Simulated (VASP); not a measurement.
A run of VASP 6.6.1 is set up as follows.

File INCAR:

```
SYSTEM = ZnO
  PREC = Accurate
  ENCUT = 520
  EDIFF = 1E-6
  ISMEAR = 0
  SIGMA = 0.1
  LREAL = .FALSE.
  LASPH = .TRUE.
  NELM = 100
  ALGO = Normal
  ISIF = 2
  LWAVE = .FALSE.
  LCHARG = .FALSE.
  GGA = PE
  NBANDS = 46
```

KPOINTS

```
regular mesh
0
G
  6 6 2
  0 0 0
```

The input POSCAR:

```
ZnO
1.0
    3.2714017954      0.0000000033      0.0000000000
   -1.6357009006      2.8331170592      0.0000000000
    0.0000000000      0.0000000000     10.6247035683
Zn O
4 4
Direct
    0.6666666667      0.3333333333      0.8441259601
    0.3333333333      0.6666666667      0.3441259601
    0.0000000000      0.0000000000      0.5943064134
    0.0000000000      0.0000000000      0.0943064134
    0.6666666667      0.3333333333      0.6559150855
    0.3333333333      0.6666666667      0.1559150855
    0.0000000000      0.0000000000      0.4056525410
    0.0000000000      0.0000000000      0.9056525410
```

Potentials or basis: VASP PAW PBE potentials, release 64 (Zn, O).

The run is started by

```console
$ cat potpaw_PBE.64/Zn/POTCAR potpaw_PBE.64/O/POTCAR > POTCAR
$ mpirun -np 1 vasp_std > vasp.out
```

Q: What does it give for the band gap on the k mesh?

A: 0.67 eV, direct.

Q: Predict the pressure.

A: 1.0 GPa.

Forces on the atoms (eV/Å):
```
Zn   0.000  0.000  0.001
Zn   0.000  0.000  0.001
Zn   0.000  0.000  0.002
Zn   0.000  0.000  0.002
O    0.000  0.000 -0.004
O    0.000  0.000 -0.004
O    0.000  0.000  0.002
O    0.000  0.000  0.002
```

A hybrid or GW would open this gap; PBE tends to underestimate it.
